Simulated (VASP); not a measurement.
Here is a VASP 6.6.1 calculation.

Contents of INCAR:

```
SYSTEM = Cl
PREC     = Accurate       ! precision mode
ENCUT    = 520            ! plane-wave cutoff, eV
EDIFF    = 1E-6           ! SCF threshold, eV
ISMEAR   = -1             ! smearing method
SIGMA    = 0.1            ! smearing width, eV
LREAL    = .False.        ! projectors in reciprocal space
LASPH    = .True.         ! aspherical terms in the spheres
NELM     = 60             ! most SCF steps
ALGO     = Normal         ! electronic algorithm
ISIF     = 2              ! what is computed and relaxed
LWAVE    = .False.        ! write WAVECAR
LCHARG   = .True.         ! write CHGCAR
LELF     = .True.         ! ELF
LVHAR    = .True.       
NBANDS   = 14             ! bands
```

The input KPOINTS:

```
Automatic mesh
0
Gamma
  15 15 8
  0 0 0
```

File POSCAR:

```
Cl
1.0
    2.2515451597      0.0000000000      0.0000000000
   -1.1257725798      1.9498953061      0.0000000000
    0.0000000000      0.0000000000      3.9945712492
Cl
2
Direct
    0.3333333333      0.6666666667      0.2500000000
    0.6666666667      0.3333333333      0.7500000000
```

Potentials or basis: VASP PAW LDA potentials, release 64 (Cl).

Run with:

```bash
$ cat potpaw_LDA.64/Cl/POTCAR > POTCAR
$ mpirun -np 1 vasp_std > vasp.out
```

Task: Estimate the band gap on the k mesh.

Result: Zero (band 7 reaches 21.88 eV, above the bottom of band 8 at 12.11 eV).

Task: Predict the pressure.

Result: 201.5 GPa.

Stress tensor (GPa, compression positive):
```
201.37   0.00   0.00
  0.00 201.37   0.00
  0.00   0.00 201.71
```
